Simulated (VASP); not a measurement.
Set up this calculation in VASP 6.6.1, as the native input.

```yaml
Task: single point
Functional: PBE
Potentials_or_basis: VASP PAW PBE potentials, release 64 (Mg, O)
Cutoff: 520 eV
k_mesh: 6 × 6 × 6
Occupations: gaussian, width 0.01 eV
Spin: no spin polarisation
Dipole_correction: no
Further_INCAR_settings: ALGO = Normal; EDIFF = 1e-06; NBANDS = 11
```

The structure of MgO lies in POSCAR:

```
MgO
1.0
    0.0000000000      2.2934156910      2.2934156910
    2.2934156910      0.0000000000      2.2934156910
    2.2934156910      2.2934156910      0.0000000000
Mg O
1 1
Direct
    0.0000000000      0.0000000000      0.0000000000
    0.2500000000      0.2500000000      0.2500000000
```

This cell differs from its parent crystal: strain +0.5%.

One way to write it, as run:

INCAR

```
ALGO     = Normal         # electronic algorithm
EDIFF    = 1E-6           # SCF threshold, eV
ENCUT    = 520            # plane-wave cutoff, eV
GGA      = PE             # functional
ISIF     = 2              # what is computed and relaxed
ISMEAR   = 0              # smearing method
LASPH    = T              # aspherical terms in the spheres
LCHARG   = F              # write CHGCAR
LREAL    = F              # projectors in reciprocal space
LWAVE    = F              # write WAVECAR
NBANDS   = 11             # bands
NELM     = 80             # most SCF steps
PREC     = Accurate       # precision mode
SIGMA    = 0.01           # smearing width, eV
```

KPOINTS

```
k-points
0
Gamma
  6 6 6
```

Potentials or basis: VASP PAW PBE potentials, release 64 (Mg, O).

Command:

```bash
$ cat potpaw_PBE.64/Mg/POTCAR potpaw_PBE.64/O/POTCAR > POTCAR
$ mpirun -np 1 vasp_std > vasp.out
```

It gave:

```yaml
Pressure: 1.6 GPa
Band_gap_on_the_k_mesh: 3.56 eV, direct
```

Caveat: the cell differs from its parent crystal (strain +0.5%).

It took 3.1 s on 1 thread of Intel Xeon 6975P-C, with other jobs on the host, peak memory 0.14 GiB.
